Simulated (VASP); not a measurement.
Wanted: the native input for a VASP 6.6.1 run.

- Task: single point
- Functional: PBE
- Potentials or basis: VASP PAW PBE potentials, release 64 (Si, I)
- Cutoff: 520 eV
- k mesh: 8 × 4 × 12
- Occupations: gaussian, width 0.1 eV
- Spin: no spin polarisation
- Dipole correction: no
- Further INCAR settings: ALGO = Normal; EDIFF = 1e-06; NBANDS = 24

The structure of Si2I lies in POSCAR:

```
Si2I
1.0
    4.9372425780      0.0000000000      0.0000000000
    0.0000000000      9.9158122487      0.0000000000
    0.0000000000      0.0000000000      3.4596943015
Si I
4 2
Direct
    0.4050598970      0.8879052757      0.5000000000
    0.9050598970      0.6120947243      0.0000000000
    0.5949401030      0.1120947243      0.5000000000
    0.0949401030      0.3879052757      0.0000000000
    0.5000000000      0.5000000000      0.5000000000
    0.0000000000      0.0000000000      0.0000000000
```

One way to write it, as run:

INCAR

```
ALGO = Normal
EDIFF = 1E-6
ENCUT = 520
GGA = PE
ISIF = 2
ISMEAR = 0
LASPH = True
LCHARG = True
LELF = True
LREAL = False
LVHAR = True
LWAVE = False
NBANDS = 24
NELM = 80
PREC = Accurate
SIGMA = 0.1
```

KPOINTS

```
k-points
0
Gamma
  8 4 12
```

Potentials or basis: VASP PAW PBE potentials, release 64 (Si, I).

Run with:

```bash
$ cat potpaw_PBE.64/Si/POTCAR potpaw_PBE.64/I/POTCAR > POTCAR
$ mpirun -np 1 vasp_std > vasp.out
```

It gave:

```json
{
 "Pressure": "0.0 GPa",
 "Largest force": "0.010 eV/Å",
 "Band gap on the k mesh": "zero (bands 15 and 16 overlap by 2.37 eV)"
}
```

Caveat: spin-orbit coupling is left out, which moves the levels of the heavy elements.

Run time: 3.5 min on 1 thread of Intel(R) Xeon(R) 6975P-C (Granite Rapids), with other jobs on the host, peak memory 0.52 GiB.
